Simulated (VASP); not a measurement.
# Ti3Al (P-6m2) in VASP: notebook, part 2 of 2

VASP 6.6.1. The steps go on from the part before.

**4. Single point, PBEsol (17.47 Å³/atom)**

INCAR reads:

```
SYSTEM = Ti3Al
  PREC = Accurate
  ENCUT = 520
  EDIFF = 1E-6
  ISMEAR = 0
  SIGMA = 0.15
  LREAL = .FALSE.
  LASPH = .TRUE.
  NELM = 80
  ALGO = Fast
  ISIF = 2
  LWAVE = .FALSE.
  LCHARG = .TRUE.
  GGA = PS
  LELF = .TRUE.
  LVHAR = .TRUE.
  NBANDS = 28
```

KPOINTS reads:

```
regular mesh
0
G
  18 18 6
  0 0 0
```

POSCAR reads:

```
Ti3Al
1.0
    3.0676383705      0.0000000000      0.0000000000
   -1.5338191852      2.6566527585      0.0000000000
    0.0000000000      0.0000000000      8.5755830647
Ti Al
3 1
Direct
    0.6666666667      0.3333333333      0.0000000000
    0.3333333333      0.6666666667      0.7511732072
    0.3333333333      0.6666666667      0.2488267928
    0.6666666667      0.3333333333      0.5000000000
```

Potentials or basis: VASP PAW PBE potentials, release 64 (Ti_sv, Al).

Launch:

```console
> cat potpaw_PBE.64/Ti_sv/POTCAR potpaw_PBE.64/Al/POTCAR > POTCAR
> mpirun -np 1 vasp_std > vasp.out
```

OUTCAR:

```text
SYSTEM = Ti3Al
   PREC = Accurate
   ENCUT = 520
   EDIFF = 1E-6
   ISMEAR = 0
   LREAL = .FALSE.
   LASPH = .TRUE.
   NELM = 80
   ISIF = 2
   GGA = PS

 ion  position               nearest neighbor table
   1  0.667  0.333  0.000-   2 2.77   3 2.77   2 2.77   3 2.77   2 2.77   3 2.77
   2  0.333  0.667  0.751-   1 2.77   1 2.77   1 2.77   4 2.79   4 2.79   4 2.79
   3  0.333  0.667  0.249-   1 2.77   1 2.77   1 2.77   4 2.79   4 2.79   4 2.79
   4  0.667  0.333  0.500-   2 2.79   3 2.79   2 2.79   3 2.79   2 2.79   3 2.79

  LATTYP: Found a hexagonal cell.
 ALAT       =     3.0676383705
 C/A-ratio  =     2.7955000000

  Lattice vectors:

 A1 = (   3.0676383705,   0.0000000000,   0.0000000000)
 A2 = (  -1.5338191852,   2.6566527585,   0.0000000000)
 A3 = (   0.0000000000,   0.0000000000,   8.5755830647)

Analysis of symmetry for initial positions (statically):
=====================================================================
 Subroutine PRICEL returns:
 Original cell was already a primitive cell.

 Routine SETGRP: Setting up the symmetry group for a
 hexagonal supercell.

 Subroutine GETGRP returns: Found 12 space group operations
 (whereof 12 operations were pure point group operations)
 out of a pool of 24 trial point group operations.

The static configuration has the point symmetry D_3h.

Analysis of symmetry for dynamics (positions and initial velocities):
=====================================================================
 Subroutine PRICEL returns:
 Original cell was already a primitive cell.

 Routine SETGRP: Setting up the symmetry group for a
 hexagonal supercell.

 Subroutine GETGRP returns: Found 12 space group operations
 (whereof 12 operations were pure point group operations)
 out of a pool of 24 trial point group operations.

The dynamic configuration has the point symmetry D_3h.

 Subroutine INISYM returns: Found 12 space group operations
 (whereof 12 operations are pure point group operations),
 and found     1 'primitive' translations

[... 119 lines left out ...]
  volume/ion in A,a.u.               =      17.47       117.91
  Fermi-wavevector in a.u.,A,eV,Ry     =   1.347810  2.546992 24.716250  1.816593
  Thomas-Fermi vector in A             =   2.475531
   LORBIT       =      0    0 simple, 1 ext, 2 COOP (PROOUT), +10 PAW based schemes
   GGA     = PS    functional components
   LHFCALC =     F    Hartree Fock is set to
   AEXX    =    0.0000 exact exchange contribution
   IVDW    =     0    specifies the selected vdW correction
   LEPSILON=     F    determine dielectric tensor
   LRPA    =     F    only Hartree local field effects (RPA)
 non-spin polarized calculation
 RMM-DIIS sequential band-by-band and
 Gauss-broadening in eV      SIGMA  =   0.15
  energy-cutoff  :      520.00
  volume of cell :       69.89
 maximum number of plane-waves:      1902
 NGX is ok and might be reduce to    24
   NGX = 11   NGY = 11   NGZ = 31

 number of electron      38.9999992 magnetization

 Free energy of the ion-electron system (eV)
  ---------------------------------------------------
  ext. energy  EPLUGINS =         0.00000000
  ---------------------------------------------------
  free energy    TOTEN  =       -29.28421924 eV

  energy without entropy =      -29.24025466  energy(sigma->0) =      -29.26223695

 E-fermi :   7.6278     XC(G=0): -11.2129

 val. band max:        7.6266843104   @ k =   0.2222   0.0000   0.0000
 cond. band min:       7.6306887187   @ k =   0.3333   0.3333   0.3333
 fundamental gap:      0.0040044083
 Fermi energy:         7.6277613623

 k-point     1 :       0.0000    0.0000    0.0000
  band No.  band energies     occupation
      1     -48.9213      2.00000
      2     -48.8433      2.00000
      3     -48.7716      2.00000
      4     -25.5680      2.00000
      5     -25.2720      2.00000
      6     -25.0650      2.00000
[... 733 lines left out ...]
     27      10.5578      0.00000
     28      10.9086      0.00000

 [... further k-points ...]

------------------------ aborting loop because EDIFF is reached ----------------------------------------

  FORCE on cell =-STRESS in cart. coord.  units (eV):
  Direction    XX          YY          ZZ          XY          YZ          ZX
  --------------------------------------------------------------------------------------
  -------------------------------------------------------------------------------------
  Total       -4.1280032     -4.1280032      2.7559842     -0.0000000      0.0000000     -0.0000000
  in kB      -94.6341743    -94.6341743     63.1807388     -0.0000000      0.0000000     -0.0000000
  external PRESSURE =     -42.0292033 kB  Pullay stress =       0.0000000 kB

 VOLUME and BASIS-vectors are now :
 -----------------------------------------------------------------------------
  energy-cutoff  :      520.00
  volume of cell :       69.89
      direct lattice vectors                 reciprocal lattice vectors
     3.067638371  0.000000000  0.000000000     0.325983665  0.188206757  0.000000000
    -1.533819185  2.656652758  0.000000000     0.000000000  0.376413514  0.000000000
     0.000000000  0.000000000  8.575583065     0.000000000  0.000000000  0.116610147

 POSITION                                       TOTAL-FORCE (eV/Angst)
 -----------------------------------------------------------------------------------
      1.53382      0.88555      0.00000         0.000000     -0.000000      0.000000
     -0.00000      1.77110      6.44175        -0.000000      0.000000      0.099854
     -0.00000      1.77110      2.13383        -0.000000      0.000000     -0.099854
      1.53382      0.88555      4.28779        -0.000000      0.000000      0.000000
 -----------------------------------------------------------------------------------
    total drift:                                0.000000     -0.000000      0.000000

  FREE ENERGIE OF THE ION-ELECTRON SYSTEM (eV)
  ---------------------------------------------------
  free  energy   TOTEN  =       -29.2842192387 eV

  energy  without entropy=      -29.2402546565  energy(sigma->0) =      -29.26223695
```

Wall time 10 min (1 thread of Intel Xeon Platinum 8375C at 2.90GHz (Ice Lake), shared host); peak memory 0.35 GiB.

What came out:

```yaml
Free_energy: -29.2842 eV
Pressure: -4.2 GPa
Largest_force: 0.100 eV/Å
Band_gap_on_the_k_mesh: zero (an odd number of electrons rules out a gap without spin polarisation)
```

Forces in eV/Å, atoms in the order of the input:
```
Ti   0.000  0.000  0.000
Ti   0.000  0.000  0.100
Ti   0.000  0.000 -0.100
Al   0.000  0.000  0.000
```

Stress tensor (GPa, compression positive):
```
-9.46  0.00  0.00
 0.00 -9.46  0.00
 0.00  0.00  6.32
```

Caveat: the stress differs along the axes, from -9 to 6 GPa; the PAW data sets were made with another functional, which shifts forces and pressure a little.

**5. Single point, PBEsol (17.47 Å³/atom)**

INCAR reads:

```
SYSTEM = Ti3Al
PREC     = Accurate       ! precision mode
ENCUT    = 520            ! plane-wave cutoff, eV
EDIFF    = 1E-7           ! SCF threshold, eV
ISMEAR   = 0              ! smearing method
SIGMA    = 0.15           ! smearing width, eV
LREAL    = .False.        ! projectors in reciprocal space
LASPH    = .True.         ! aspherical terms in the spheres
NELM     = 100            ! most SCF steps
ALGO     = Fast           ! electronic algorithm
ISIF     = 2              ! what is computed and relaxed
LWAVE    = .False.        ! write WAVECAR
LCHARG   = .False.        ! write CHGCAR
GGA      = PS             ! functional
NBANDS   = 28             ! bands
```

KPOINTS reads:

```
Automatic mesh
0
Gamma
  18 18 6
  0 0 0
```

POSCAR reads:

```
Ti3Al
1.0
    2.8292886693      0.0000000000      0.0000000000
   -1.4146443346      2.4502358623      0.0000000000
    0.0000000000      0.0000000000     10.0813213865
Ti Al
3 1
Direct
    0.6666666667      0.3333333333      0.0000000000
    0.3333333333      0.6666666667      0.7511732072
    0.3333333333      0.6666666667      0.2488267928
    0.6666666667      0.3333333333      0.5000000000
```

Launch:

```console
> cat potpaw_PBE.64/Ti_sv/POTCAR potpaw_PBE.64/Al/POTCAR > POTCAR
> mpirun -np 1 vasp_std > vasp.out
```

Wall time 17 min (1 thread of Intel Xeon Platinum 8375C at 2.90GHz (Ice Lake), shared host); peak memory 0.37 GiB.

It converged, with:

```
Free energy            : -29.2944 eV
Pressure               : -5.6 GPa
Largest force          : 0.250 eV/Å
Band gap on the k mesh : zero (an odd number of electrons rules out a gap without spin polarisation)
```

Forces on the atoms (eV/Å):
```
Ti   0.000  0.000  0.000
Ti   0.000  0.000 -0.250
Ti   0.000  0.000  0.250
Al   0.000  0.000  0.000
```

Stress tensor (GPa, compression positive):
```
 -0.78   0.00   0.00
  0.00  -0.78   0.00
  0.00   0.00 -15.22
```

Levels at points of the mesh, in eV from the Fermi level:
| k point | band 18 | band 19 | band 20 | band 21 | band 22 | band 23 |
| --- | --- | --- | --- | --- | --- | --- |
| (0.00, 0.00, 0.00) | -0.20 | 0.07 | 1.00 | 1.00 | 1.08 | 1.08 |
| (0.50, 0.00, 0.00) | -1.44 | -0.72 | -0.44 | 0.98 | 0.99 | 1.40 |
| (0.00, 0.00, 0.50) | -0.21 | 0.09 | 1.01 | 1.01 | 1.08 | 1.08 |
| (0.50, 0.00, 0.50) | -1.26 | -1.14 | 0.27 | 0.51 | 0.75 | 1.38 |

Caveat: the stress differs along the axes, from -15 to -1 GPa; the PAW data sets were made with another functional, which shifts forces and pressure a little.

**6. Single point, PBEsol (17.47 Å³/atom)**

INCAR reads:

```
SYSTEM = Ti3Al
ALGO = Fast ; EDIFF = 1E-6
ENCUT = 520 ; GGA = PS
ISIF = 2 ; ISMEAR = 0
LASPH = .TRUE. ; LCHARG = .TRUE.
LELF = .TRUE. ; LREAL = .FALSE.
LVHAR = .TRUE. ; LWAVE = .FALSE.
NBANDS = 28 ; NELM = 80
PREC = Accurate ; SIGMA = 0.15
```

KPOINTS reads:

```
k-points
0
G
  18 18 6
  0 0 0
```

POSCAR reads:

```
Ti3Al
1.0
    2.9460601335      0.0000000000      0.0000000000
   -1.4730300667      2.5513629167      0.0000000000
    0.0000000000      0.0000000000      9.2979833949
Ti Al
3 1
Direct
    0.6666666667      0.3333333333      0.0000000000
    0.3333333333      0.6666666667      0.7511732072
    0.3333333333      0.6666666667      0.2488267928
    0.6666666667      0.3333333333      0.5000000000
```

Potentials or basis: VASP PAW PBE potentials, release 64 (Ti_sv, Al).

Launch:

```console
> cat potpaw_PBE.64/Ti_sv/POTCAR potpaw_PBE.64/Al/POTCAR > POTCAR
> mpirun -np 1 vasp_std > vasp.out
```

OUTCAR:

```text
SYSTEM = Ti3Al
   EDIFF = 1E-6
   ENCUT = 520
   GGA = PS
   ISIF = 2
   ISMEAR = 0
   LASPH = .TRUE.
   LREAL = .FALSE.
   NELM = 80
   PREC = Accurate

 ion  position               nearest neighbor table
   1  0.667  0.333  0.000-   2 2.87   3 2.87   2 2.87   3 2.87   2 2.87   3 2.87
   2  0.333  0.667  0.751-   1 2.87   1 2.87   1 2.87   4 2.89   4 2.89   4 2.89
   3  0.333  0.667  0.249-   1 2.87   1 2.87   1 2.87   4 2.89   4 2.89   4 2.89
   4  0.667  0.333  0.500-   2 2.89   3 2.89   2 2.89   3 2.89   2 2.89   3 2.89

  LATTYP: Found a hexagonal cell.
 ALAT       =     2.9460601335
 C/A-ratio  =     3.1560738660

  Lattice vectors:

 A1 = (   2.9460601335,   0.0000000000,   0.0000000000)
 A2 = (  -1.4730300667,   2.5513629167,   0.0000000000)
 A3 = (   0.0000000000,   0.0000000000,   9.2979833949)

Analysis of symmetry for initial positions (statically):
=====================================================================
 Subroutine PRICEL returns:
 Original cell was already a primitive cell.

 Routine SETGRP: Setting up the symmetry group for a
 hexagonal supercell.

 Subroutine GETGRP returns: Found 12 space group operations
 (whereof 12 operations were pure point group operations)
 out of a pool of 24 trial point group operations.

The static configuration has the point symmetry D_3h.

Analysis of symmetry for dynamics (positions and initial velocities):
=====================================================================
 Subroutine PRICEL returns:
 Original cell was already a primitive cell.

 Routine SETGRP: Setting up the symmetry group for a
 hexagonal supercell.

 Subroutine GETGRP returns: Found 12 space group operations
 (whereof 12 operations were pure point group operations)
 out of a pool of 24 trial point group operations.

The dynamic configuration has the point symmetry D_3h.

 Subroutine INISYM returns: Found 12 space group operations
 (whereof 12 operations are pure point group operations),
[... 120 lines left out ...]
     AMIX_MAG =   1.60;   BMIX_MAG =  1.00
  volume/ion in A,a.u.               =      17.47       117.91
  Fermi-wavevector in a.u.,A,eV,Ry     =   1.347810  2.546992 24.716250  1.816593
  Thomas-Fermi vector in A             =   2.475531
   LORBIT       =      0    0 simple, 1 ext, 2 COOP (PROOUT), +10 PAW based schemes
   GGA     = PS    functional components
   LHFCALC =     F    Hartree Fock is set to
   AEXX    =    0.0000 exact exchange contribution
   IVDW    =     0    specifies the selected vdW correction
   LEPSILON=     F    determine dielectric tensor
   LRPA    =     F    only Hartree local field effects (RPA)
 non-spin polarized calculation
 RMM-DIIS sequential band-by-band and
 Gauss-broadening in eV      SIGMA  =   0.15
  energy-cutoff  :      520.00
  volume of cell :       69.89
 maximum number of plane-waves:      1924
 NGX is ok and might be reduce to    24
   NGX = 11   NGY = 11   NGZ = 35

 number of electron      38.9999993 magnetization

 Free energy of the ion-electron system (eV)
  ---------------------------------------------------
  ext. energy  EPLUGINS =         0.00000000
  ---------------------------------------------------
  free energy    TOTEN  =       -29.57775756 eV

  energy without entropy =      -29.53362087  energy(sigma->0) =      -29.55568921

 E-fermi :   7.6723     XC(G=0): -11.2210

 val. band max:        7.6708640249   @ k =   0.3333   0.2222   0.0000
 cond. band min:       7.6757735103   @ k =   0.2222   0.0000   0.5000
 fundamental gap:      0.0049094854
 Fermi energy:         7.6722679724

 k-point     1 :       0.0000    0.0000    0.0000
  band No.  band energies     occupation
      1     -48.8619      2.00000
      2     -48.8174      2.00000
      3     -48.7604      2.00000
      4     -25.4649      2.00000
      5     -25.2310      2.00000
      6     -24.9509      2.00000
[... 733 lines left out ...]
     27      10.5615      0.00000
     28      10.9391      0.00000

 [... further k-points ...]

------------------------ aborting loop because EDIFF is reached ----------------------------------------

  FORCE on cell =-STRESS in cart. coord.  units (eV):
  Direction    XX          YY          ZZ          XY          YZ          ZX
  --------------------------------------------------------------------------------------
  -------------------------------------------------------------------------------------
  Total       -2.3802999     -2.3802999     -2.5675520     -0.0000000     -0.0000000      0.0000000
  in kB      -54.5682021    -54.5682021    -58.8609433     -0.0000000     -0.0000000      0.0000000
  external PRESSURE =     -55.9991159 kB  Pullay stress =       0.0000000 kB

 VOLUME and BASIS-vectors are now :
 -----------------------------------------------------------------------------
  energy-cutoff  :      520.00
  volume of cell :       69.89
      direct lattice vectors                 reciprocal lattice vectors
     2.946060134  0.000000000  0.000000000     0.339436384  0.195973688  0.000000000
    -1.473030067  2.551362917  0.000000000     0.000000000  0.391947376  0.000000000
     0.000000000  0.000000000  9.297983395     0.000000000  0.000000000  0.107550203

 POSITION                                       TOTAL-FORCE (eV/Angst)
 -----------------------------------------------------------------------------------
      1.47303      0.85045      0.00000         0.000000      0.000000      0.000000
     -0.00000      1.70091      6.98440        -0.000000     -0.000000      0.041884
     -0.00000      1.70091      2.31359        -0.000000      0.000000     -0.041884
      1.47303      0.85045      4.64899         0.000000     -0.000000      0.000000
 -----------------------------------------------------------------------------------
    total drift:                                0.000000     -0.000000      0.000000

  FREE ENERGIE OF THE ION-ELECTRON SYSTEM (eV)
  ---------------------------------------------------
  free  energy   TOTEN  =       -29.5777575574 eV

  energy  without entropy=      -29.5336208724  energy(sigma->0) =      -29.55568921
```

stdout:

```text
POSCAR found type information on POSCAR TiAl
 POSCAR found :  2 types and       4 ions
 scaLAPACK will be used
 -----------------------------------------------------------------------------
|                                                                             |
|                                                                             |
|     You enforced a specific xc type in the INCAR file but a different       |
|     I HOPE YOU KNOW WHAT YOU ARE DOING!                                     |
|                                                                             |
 -----------------------------------------------------------------------------

 LDA part: xc-table for (Slater+PW92), standard interpolation
 POSCAR, INCAR and KPOINTS ok, starting setup
 FFT: planning ... GRIDC
 FFT: planning ... GRID_SOFT
 FFT: planning ... GRID
 WAVECAR not read
 entering main loop
WARNING in EDDRMM: call to ZHEGV failed, returncode =   8  4     25
WARNING in EDDRMM: call to ZHEGV failed, returncode =   8  4     10
WARNING in EDDRMM: call to ZHEGV failed, returncode =   6  3      9
WARNING in EDDRMM: call to ZHEGV failed, returncode =   8  4      5
WARNING in EDDRMM: call to ZHEGV failed, returncode =   6  3     11
WARNING in EDDRMM: call to ZHEGV failed, returncode =   8  4      5
WARNING in EDDRMM: call to ZHEGV failed, returncode =   6  3     16
WARNING in EDDRMM: call to ZHEGV failed, returncode =   6  3      7
WARNING in EDDRMM: call to ZHEGV failed, returncode =   6  3      7
WARNING in EDDRMM: call to ZHEGV failed, returncode =   6  3     26
WARNING in EDDRMM: call to ZHEGV failed, returncode =   8  4     20
WARNING in EDDRMM: call to ZHEGV failed, returncode =   6  3     18
WARNING in EDDRMM: call to ZHEGV failed, returncode =   8  4     11
```

It took 12 min on 1 thread of Intel Xeon Platinum 8375C at 2.90GHz (Ice Lake), shared host; peak memory 0.37 GiB.

Results:

```yaml
Free_energy: -29.5778 eV
Pressure: -5.6 GPa
Largest_force: 0.042 eV/Å
Band_gap_on_the_k_mesh: zero (an odd number of electrons rules out a gap without spin polarisation)
```

Forces on the atoms (eV/Å):
```
Ti   0.000  0.000  0.000
Ti   0.000  0.000  0.042
Ti   0.000  0.000 -0.042
Al   0.000  0.000  0.000
```

Stress tensor (GPa, compression positive):
```
-5.46  0.00  0.00
 0.00 -5.46  0.00
 0.00  0.00 -5.89
```

Levels at points of the mesh, in eV from the Fermi level:
| k point | band 17 | band 18 | band 19 | band 20 | band 21 | band 22 | band 23 | band 24 |
| --- | --- | --- | --- | --- | --- | --- | --- | --- |
| (0.00, 0.00, 0.00) | -0.77 | 0.47 | 0.73 | 0.82 | 0.82 | 0.90 | 0.90 | 1.20 |
| (0.50, 0.00, 0.00) | -1.42 | -1.18 | -0.62 | -0.40 | 0.88 | 0.96 | 1.10 | 1.70 |
| (0.00, 0.00, 0.50) | -1.00 | 0.42 | 0.77 | 0.82 | 0.82 | 0.89 | 0.89 | 1.21 |
| (0.50, 0.00, 0.50) | -1.51 | -1.17 | -0.90 | -0.07 | 0.84 | 0.86 | 1.04 | 1.81 |

Caveat: the cell stands under tension; the PAW data sets were made with another functional, which shifts forces and pressure a little.

**7. Overview**

```tsv
cell	further INCAR settings	gap on the mesh (eV)	pressure (GPa)	largest force (eV/Å)
a = 2.887, b = 2.887, c = 9.682 Å, angles 90.0, 90.0, 120.0°, 4 atoms	ALGO = Fast; EDIFF = 1e-06; NBANDS = 28	none	-5.7	0.10
a = 3.006, b = 3.006, c = 8.929 Å, angles 90.0, 90.0, 120.0°, 4 atoms	ALGO = Fast; EDIFF = 1e-06; NBANDS = 28	none	-5.0	0.11
a = 3.068, b = 3.068, c = 8.576 Å, angles 90.0, 90.0, 120.0°, 4 atoms	ALGO = Fast; EDIFF = 1e-06; NBANDS = 28	none	-4.2	0.10
a = 2.829, b = 2.829, c = 10.081 Å, angles 90.0, 90.0, 120.0°, 4 atoms	ALGO = Fast; EDIFF = 1e-07; NBANDS = 28	none	-5.6	0.25
a = 2.946, b = 2.946, c = 9.298 Å, angles 90.0, 90.0, 120.0°, 4 atoms	ALGO = Fast; EDIFF = 1e-06; NBANDS = 28	none	-5.6	0.04
```

Alike in all rows: task single point; level PBEsol; potentials or basis VASP PAW PBE potentials, release 64 (Ti_sv, Al); no spin polarisation; k mesh 18 × 18 × 6; cutoff (eV) 520; smearing gaussian 0.15 eV.

Caveats: the PAW data sets were made with another functional, which shifts forces and pressure a little; the stress differs along the axes, from -11 to -3 GPa (at least some runs); the stress differs along the axes, from -8 to 1 GPa (at least some runs); the stress differs along the axes, from -9 to 6 GPa (at least some runs); the stress differs along the axes, from -15 to -1 GPa (at least some runs); the cell stands under tension (at least some runs).

Total energies depend on the potentials used, so only differences within one code and one set of settings carry meaning.
